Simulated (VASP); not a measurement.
# Ca (P6/mmm) in VASP: further runs

Runs on Ca. Level: PBEsol. Tasks: single point, relaxation of cell and atoms.

Program: VASP 6.6.1. These are calculated values, not measurements. Logs are shortened: lines on timing, memory, paths and dates and some standing lists are left out, and cuts for length are marked.

## Step 1: The cell of the first run

It takes space group P6/mmm (No. 191, hexagonal). The conventional cell has a = 6.210 Å, b = 6.210 Å, c = 3.697 Å, α = 90.00°, β = 90.00°, γ = 120.00°. Ca (site symmetry 6/mmm) has 14 Ca at 3.70 to 4.03 Å within 4.9 Å. Within 4.7 Å of Ca (site symmetry -6m2) lie 11 Ca at 3.59 to 4.03 Å.

## Step 2: Single point, PBEsol

File INCAR:

```
SYSTEM = Ca
PREC = Accurate ; ENCUT = 520
EDIFF = 1E-6 ; ISMEAR = 0
SIGMA = 0.1 ; LREAL = .False.
LASPH = .True. ; NELM = 100
ALGO = Normal ; ISIF = 2
LWAVE = .False. ; LCHARG = .False.
GGA = PS ; NBANDS = 22
```

File KPOINTS:

```
Automatic mesh
0
Gamma
  9 9 12
  0 0 0
```

File POSCAR:

```
Ca
1.0
    6.2097000961      0.0000000000      0.0000000000
   -3.1048500481      5.3777580331      0.0000000000
    0.0000000000      0.0000000000      3.6971935224
Ca
3
Direct
    0.0000000000      0.0000000000      0.0000000000
    0.3333333333      0.6666666667      0.5000000000
    0.6666666667      0.3333333333      0.5000000000
```

Potentials or basis: VASP PAW PBE potentials, release 64 (Ca_sv).

On the command line:

```bash
cat potpaw_PBE.64/Ca_sv/POTCAR > POTCAR
mpirun -np 1 vasp_std > vasp.out
```

OUTCAR:

```text
SYSTEM = Ca
   PREC = Accurate
   ENCUT = 520
   EDIFF = 1E-6
   ISMEAR = 0
   LREAL = .False.
   LASPH = .True.
   NELM = 100
   ISIF = 2
   GGA = PS

 ion  position               nearest neighbor table
   1  0.000  0.000  0.000-
   2  0.333  0.667  0.500-
   3  0.667  0.333  0.500-

  LATTYP: Found a hexagonal cell.
 ALAT       =     6.2097000961
 C/A-ratio  =     0.5953900293

  Lattice vectors:

 A1 = (   6.2097000961,   0.0000000000,   0.0000000000)
 A2 = (  -3.1048500481,   5.3777580331,   0.0000000000)
 A3 = (   0.0000000000,   0.0000000000,   3.6971935224)

Analysis of symmetry for initial positions (statically):
=====================================================================
 Subroutine PRICEL returns:
 Original cell was already a primitive cell.

 Routine SETGRP: Setting up the symmetry group for a
 hexagonal supercell.

 Subroutine GETGRP returns: Found 24 space group operations
 (whereof 24 operations were pure point group operations)
 out of a pool of 24 trial point group operations.

The static configuration has the point symmetry D_6h.

Analysis of symmetry for dynamics (positions and initial velocities):
=====================================================================
 Subroutine PRICEL returns:
 Original cell was already a primitive cell.

 Routine SETGRP: Setting up the symmetry group for a
 hexagonal supercell.

 Subroutine GETGRP returns: Found 24 space group operations
 (whereof 24 operations were pure point group operations)
 out of a pool of 24 trial point group operations.

The dynamic configuration has the point symmetry D_6h.

 Subroutine INISYM returns: Found 24 space group operations
 (whereof 24 operations are pure point group operations),
 and found     1 'primitive' translations

----------------------------------------------------------------------------------------

                                     Primitive cell

  volume of cell :     123.4651

  direct lattice vectors                    reciprocal lattice vectors
     6.209700096  0.000000000  0.000000000     0.161038373  0.092975548  0.000000000
    -3.104850048  5.377758033  0.000000000     0.000000000  0.185951096  0.000000000
     0.000000000  0.000000000  3.697193522     0.000000000  0.000000000  0.270475428

  length of vectors
     6.209700096  6.209700096  3.697193522     0.185951096  0.185951096  0.270475428

  position of ions in fractional coordinates (direct lattice)
     0.000000000  0.000000000  0.000000000
     0.333333333  0.666666667  0.500000000
     0.666666667  0.333333333  0.500000000

  ion indices of the primitive-cell ions
   primitive index   ion index
                 1           1
                 2           2
                 3           3

----------------------------------------------------------------------------------------

 KPOINTS: Automatic mesh

Automatic generation of k-mesh.
 Grid dimensions read from file:
 generate k-points for:    9    9   12

 Generating k-lattice:

  Cartesian coordinates                     Fractional coordinates (reciprocal lattice)
     0.017893153  0.010330616  0.000000000     0.111111111  0.000000000  0.000000000
     0.000000000  0.020661233  0.000000000     0.000000000  0.111111111  0.000000000
     0.000000000  0.000000000  0.022539619     0.000000000  0.000000000  0.083333333

  Length of vectors
     0.020661233  0.020661233  0.022539619

  Shift w.r.t. Gamma in fractional coordinates (k-lattice)
     0.000000000  0.000000000  0.000000000

 Subroutine IBZKPT returns following result:
 ===========================================

 Found     84 irreducible k-points:

 Following reciprocal coordinates:
            Coordinates               Weight
  0.000000  0.000000  0.000000      1.000000
  0.111111 -0.000000  0.000000      6.000000
  0.222222 -0.000000  0.000000      6.000000
  0.333333  0.000000  0.000000      6.000000
  0.444444 -0.000000  0.000000      6.000000
  0.111111  0.111111  0.000000      6.000000
[... 16 lines left out ...]
  0.333333  0.222222  0.083333     24.000000
  0.333333  0.333333  0.083333      4.000000
 [... further k-points ...]
   k-points           NKPTS =     84   k-points in BZ     NKDIM =     84   number of bands    NBANDS=     22
   number of dos      NEDOS =    301   number of ions     NIONS =      3
   total plane-waves  NPLWV =  64512
   dimension x,y,z NGX =    48 NGY =   48 NGZ =   28
   dimension x,y,z NGXF=    96 NGYF=   96 NGZF=   56
   ions per type =               3
   NGX,Y,Z   is equivalent  to a cutoff of  12.85, 12.85, 12.59 a.u.
   NGXF,Y,Z  is equivalent  to a cutoff of  25.70, 25.70, 25.18 a.u.
 SYSTEM =  Ca
   PREC   = accura    normal or accurate (medium, high low for compatibility)
   ISTART =      0    job   : 0-new  1-cont  2-samecut
   ICHARG =      2    charge: 1-file 2-atom 10-const
   ISPIN  =      1    spin polarized calculation?
   LNONCOLLINEAR =      F non collinear calculations
   LSORBIT =      F    spin-orbit coupling
   LASPH  =      T    aspherical Exc in radial PAW
   ENCUT  =  520.0 eV  38.22 Ry    6.18 a.u.  11.55 11.55  6.87*2*pi/ulx,y,z
   NELM   =    100;   NELMIN=  2; NELMDL= -5     # of ELM steps
   EDIFF  = 0.1E-05   stopping-criterion for ELM
   LREAL  =      F    real-space projection
   EDIFFG = 0.1E-04   stopping-criterion for IOM
   NSW    =      0    number of steps for IOM
   IBRION =     -1    ionic relax: 0-MD 1-quasi-New 2-CG
   NFREE  =      0    steps in history (QN), initial steepest desc. (CG)
   ISIF   =      2    stress and relaxation
   ISYM   =      2    0-nonsym 1-usesym 2-fastsym
   POTIM  = 0.5000    time-step for ionic-motion
   TEBEG  =    0.0;   TEEND  =   0.0 temperature during run
   PSTRESS=    0.0 pullay stress
   NELECT =      30.0000    total number of electrons
   NUPDOWN=      -1.0000    fix difference up-down
   EMIN   =  10.00;   EMAX   =-10.00  energy-range for DOS
   EFERMI =   0.00;   METHOD = LEGACY
   ISMEAR =     0;   SIGMA  =   0.10  broadening in eV -4-tet -1-fermi 0-gaus
   EFERMI_NEDOS =   21; number of points for ismear=-14 and -15
   IALGO  =     38    algorithm
   IMIX   =      4    mixing-type and parameters
     AMIX     =   0.40;   BMIX     =  1.00
     AMIX_MAG =   1.60;   BMIX_MAG =  1.00
  volume/ion in A,a.u.               =      41.16       277.73
  Fermi-wavevector in a.u.,A,eV,Ry     =   1.021568  1.930483 14.199053  1.043601
  Thomas-Fermi vector in A             =   2.155200
   LORBIT       =      0    0 simple, 1 ext, 2 COOP (PROOUT), +10 PAW based schemes
   GGA     = PS    functional components
   LHFCALC =     F    Hartree Fock is set to
   AEXX    =    0.0000 exact exchange contribution
   IVDW    =     0    specifies the selected vdW correction
   LEPSILON=     F    determine dielectric tensor
   LRPA    =     F    only Hartree local field effects (RPA)
 non-spin polarized calculation
 Gauss-broadening in eV      SIGMA  =   0.10
  energy-cutoff  :      520.00
  volume of cell :      123.47
 maximum number of plane-waves:      3343
 NGX is ok and might be reduce to    48
   NGX = 23   NGY = 23   NGZ = 13

 number of electron      29.9999996 magnetization

 Free energy of the ion-electron system (eV)
  ---------------------------------------------------
  ext. energy  EPLUGINS =         0.00000000
  ---------------------------------------------------
  free energy    TOTEN  =        -6.24583664 eV

  energy without entropy =       -6.21786697  energy(sigma->0) =       -6.23185181

 E-fermi :   2.0368     XC(G=0):  -7.8897

 val. band max:        2.0294217544   @ k =   0.2222   0.2222   0.5000
 cond. band min:       2.0393147336   @ k =   0.2222  -0.0000   0.2500
 fundamental gap:      0.0098929792
 Fermi energy:         2.0367982298

 k-point     1 :       0.0000    0.0000    0.0000
  band No.  band energies     occupation
      1     -39.8417      2.00000
      2     -39.8196      2.00000
      3     -39.7625      2.00000
      4     -20.9673      2.00000
      5     -20.9673      2.00000
      6     -20.8752      2.00000
[... 14 lines left out ...]
     21       4.6054      0.00000
     22       4.6054      0.00000

 k-point     2 :       0.1111   -0.0000    0.0000
  band No.  band energies     occupation
      1     -39.8410      2.00000
      2     -39.8202      2.00000
      3     -39.7626      2.00000
      4     -20.9704      2.00000
      5     -20.9665      2.00000
      6     -20.8717      2.00000
[... 14 lines left out ...]
     21       4.5181      0.00000
     22       4.6577      0.00000

 k-point     3 :       0.2222   -0.0000    0.0000
  band No.  band energies     occupation
      1     -39.8393      2.00000
      2     -39.8218      2.00000
      3     -39.7627      2.00000
      4     -20.9772      2.00000
      5     -20.9623      2.00000
      6     -20.8663      2.00000
[... 14 lines left out ...]
     21       4.2797      0.00000
     22       4.7944      0.00000

 k-point     4 :       0.3333    0.0000    0.0000
  band No.  band energies     occupation
      1     -39.8368      2.00000
      2     -39.8242      2.00000
      3     -39.7629      2.00000
      4     -20.9840      2.00000
      5     -20.9526      2.00000
      6     -20.8706      2.00000
[... 14 lines left out ...]
     21       3.9474      0.00000
     22       4.6821      0.00000

 k-point     5 :       0.4444   -0.0000    0.0000
  band No.  band energies     occupation
      1     -39.8344      2.00000
      2     -39.8265      2.00000
      3     -39.7630      2.00000
      4     -20.9880      2.00000
      5     -20.9408      2.00000
      6     -20.8834      2.00000
[... 417 lines left out ...]
 k-point    22 :       0.2222    0.2222    0.0833
  band No.  band energies     occupation
      1     -39.8347      2.00000
      2     -39.8249      2.00000
      3     -39.7623      2.00000
      4     -20.9810      2.00000
      5     -20.9481      2.00000
      6     -20.8812      2.00000
[... 14 lines left out ...]
     21       3.9084      0.00000
     22       4.6529      0.00000

 k-point    23 :       0.3333    0.2222    0.0833
  band No.  band energies     occupation
      1     -39.8322      2.00000
      2     -39.8273      2.00000
      3     -39.7624      2.00000
      4     -20.9821      2.00000
      5     -20.9352      2.00000
      6     -20.8993      2.00000
[... 14 lines left out ...]
     21       3.7922      0.00000
     22       4.6421      0.00000

 k-point    24 :       0.3333    0.3333    0.0833
  band No.  band energies     occupation
      1     -39.8298      2.00000
      2     -39.8298      2.00000
      3     -39.7624      2.00000
      4     -20.9812      2.00000
      5     -20.9194      2.00000
      6     -20.9194      2.00000
[... 14 lines left out ...]
     21       3.7166      0.00000
     22       4.7745      0.00000

 [... further k-points ...]
[... 5 lines left out ...]
  --------------------------------------------------------------------------------------
  -------------------------------------------------------------------------------------
  Total        0.0294947      0.0294947     -0.0009989     -0.0000000     -0.0000000      0.0000000
  in kB        0.3827456      0.3827456     -0.0129622     -0.0000000     -0.0000000      0.0000000
  external PRESSURE =       0.2508430 kB  Pullay stress =       0.0000000 kB

 VOLUME and BASIS-vectors are now :
 -----------------------------------------------------------------------------
  energy-cutoff  :      520.00
  volume of cell :      123.47
      direct lattice vectors                 reciprocal lattice vectors
     6.209700096  0.000000000  0.000000000     0.161038373  0.092975548  0.000000000
    -3.104850048  5.377758033  0.000000000     0.000000000  0.185951096  0.000000000
     0.000000000  0.000000000  3.697193522     0.000000000  0.000000000  0.270475428

 POSITION                                       TOTAL-FORCE (eV/Angst)
 -----------------------------------------------------------------------------------
      0.00000      0.00000      0.00000        -0.000000      0.000000      0.000000
     -0.00000      3.58517      1.84860         0.000000     -0.000000     -0.000000
      3.10485      1.79259      1.84860        -0.000000      0.000000      0.000000
 -----------------------------------------------------------------------------------
    total drift:                               -0.000000      0.000000     -0.000000

  FREE ENERGIE OF THE ION-ELECTRON SYSTEM (eV)
  ---------------------------------------------------
  free  energy   TOTEN  =        -6.2458366416 eV

  energy  without entropy=       -6.2178669727  energy(sigma->0) =       -6.23185181
```

Wall time 1.8 min (1 thread of AMD EPYC 9R45 (Zen 5), shared host); peak memory 0.32 GiB.

What came out:

| Quantity | Value |
| --- | --- |
| Free energy | -6.2458 eV |
| Pressure | 0.0 GPa |
| Band gap on the k mesh | zero (band 15 reaches 2.23 eV, above the bottom of band 16 at 1.92 eV) |

Caveat: the PAW data sets were made with another functional, which shifts forces and pressure a little.

## Step 3: Relaxation of cell and atoms, PBEsol

File INCAR:

```
SYSTEM = Ca
PREC     = Accurate       ! precision mode
ENCUT    = 600            ! plane-wave cutoff, eV
EDIFF    = 1E-6           ! SCF threshold, eV
ISMEAR   = 0              ! smearing method
SIGMA    = 0.1            ! smearing width, eV
LREAL    = .FALSE.        ! projectors in reciprocal space
LASPH    = .TRUE.         ! aspherical terms in the spheres
NELM     = 100            ! most SCF steps
ALGO     = Normal         ! electronic algorithm
ISIF     = 3              ! what is computed and relaxed
LWAVE    = .FALSE.        ! write WAVECAR
LCHARG   = .FALSE.        ! write CHGCAR
GGA      = PS             ! functional
IBRION   = 2              ! ionic algorithm
NSW      = 100            ! ionic steps
EDIFFG   = -0.01          ! ionic threshold
```

File KPOINTS:

```
Automatic mesh
0
G
  9 9 12
  0 0 0
```

POSCAR is that of step 2.

Potentials or basis: VASP PAW PBE potentials, release 64 (Ca_sv).

On the command line:

```bash
cat potpaw_PBE.64/Ca_sv/POTCAR > POTCAR
mpirun -np 1 vasp_std > vasp.out
```

OUTCAR:

```text
SYSTEM = Ca
   PREC = Accurate
   ENCUT = 600
   EDIFF = 1E-6
   ISMEAR = 0
   LREAL = .FALSE.
   LASPH = .TRUE.
   NELM = 100
   ISIF = 3
   GGA = PS
   IBRION = 2
   NSW = 100
   EDIFFG = -0.01

 ion  position               nearest neighbor table
   1  0.000  0.000  0.000-
   2  0.333  0.667  0.500-
   3  0.667  0.333  0.500-

  LATTYP: Found a hexagonal cell.
 ALAT       =     6.2097000961
 C/A-ratio  =     0.5953900293
[... 245 lines left out ...]
      5     -20.9760      2.00000
      6     -20.8843      2.00000
[... 505 lines left out ...]
      6     -20.9283      2.00000
[... 11 lines left out ...]
     18       3.0771      0.00000
     19       3.5247      0.00000

 [... further k-points ...]
[... 5 lines left out ...]
  --------------------------------------------------------------------------------------
  -------------------------------------------------------------------------------------
  Total        0.0188014      0.0188014      0.0021021     -0.0000000     -0.0000000      0.0000000
  in kB        0.2436360      0.2436360      0.0272394     -0.0000000     -0.0000000      0.0000000
  external PRESSURE =       0.1715038 kB  Pullay stress =       0.0000000 kB

 VOLUME and BASIS-vectors are now :
 -----------------------------------------------------------------------------
  energy-cutoff  :      600.00
  volume of cell :      123.64
      direct lattice vectors                 reciprocal lattice vectors
     6.213664141 -0.000000000 -0.000000000     0.160935638  0.092916234 -0.000000000
    -3.106832071  5.381190997  0.000000000     0.000000000  0.185832467 -0.000000000
     0.000000000  0.000000000  3.697714004     0.000000000 -0.000000000  0.270437356

 POSITION                                       TOTAL-FORCE (eV/Angst)
 -----------------------------------------------------------------------------------
      0.00000     -0.00000      0.00000         0.000000     -0.000000      0.000000
     -0.00000      3.58746      1.84886        -0.000000      0.000000     -0.000000
      3.10683      1.79373      1.84886         0.000000     -0.000000      0.000000
 -----------------------------------------------------------------------------------
    total drift:                                0.000000     -0.000000      0.000000

  FREE ENERGIE OF THE ION-ELECTRON SYSTEM (eV)
  ---------------------------------------------------
  free  energy   TOTEN  =        -6.2463355150 eV

  energy  without entropy=       -6.2184699763  energy(sigma->0) =       -6.23240275

 reached required accuracy - stopping structural energy minimisation
```

OSZICAR:

```text
N       E                     dE             d eps       ncg     rms          rms(c)
DAV:   1     0.301004922196E+03    0.30100E+03   -0.15740E+04  3192   0.160E+03
DAV:   2     0.102558144038E+02   -0.29075E+03   -0.28807E+03  3254   0.431E+02
[... 14 lines left out ...]
DAV:   1    -0.624671604961E+01   -0.41849E-03   -0.13908E-02  3465   0.123E+00    0.110E-01
DAV:   2    -0.624647196589E+01    0.24408E-03   -0.14874E-03  4843   0.309E-01    0.835E-02
DAV:   3    -0.624634087605E+01    0.13109E-03   -0.99471E-04  5757   0.247E-01    0.321E-02
DAV:   4    -0.624633351541E+01    0.73606E-05   -0.11311E-04  4771   0.847E-02    0.130E-02
DAV:   5    -0.624633707000E+01   -0.35546E-05   -0.10294E-05  4860   0.179E-02    0.554E-03
DAV:   6    -0.624633592192E+01    0.11481E-05   -0.98037E-07  2227   0.103E-02    0.813E-04
DAV:   7    -0.624633551500E+01    0.40692E-06   -0.23757E-07  2064   0.458E-03
   2 F= -.62463355E+01 E0= -.62324027E+01  d E =-.380890E-04
```

Run time: 3.2 min. Hardware: 1 thread of AMD EPYC 9R45 (Zen 5), shared host; peak memory 0.37 GiB.

Results:

```
Free energy                            : -6.2463 eV
Relaxed volume                         : 41.21 Å³/atom
Relaxed cell                           : a = 6.214 Å, b = 6.214 Å, c = 3.698 Å, α = 90.00°, β = 90.00°, γ = 120.00°
Space group after relaxing (to 0.05 Å) : P6/mmm (No. 191)
Energy gained by relaxing              : 0.0 meV/atom
Ionic steps                            : 2
Pressure after relaxing                : 0.0 GPa
Band gap on the k mesh                 : zero (band 15 reaches 2.23 eV, above the bottom of band 16 at 1.92 eV)
```

Final structure:
```yaml
crystal:
  lattice:
    - [6.21366, 0.00000, 0.00000]
    - [-3.10683, 5.38119, 0.00000]
    - [0.00000, 0.00000, 3.69771]
  atoms:
    - { symbol: Ca, position: [0.00000, 0.00000, 0.00000] }
    - { symbol: Ca, position: [0.33333, 0.66667, 0.50000] }
    - { symbol: Ca, position: [0.66667, 0.33333, 0.50000] }
```

Caveat: the PAW data sets were made with another functional, which shifts forces and pressure a little.
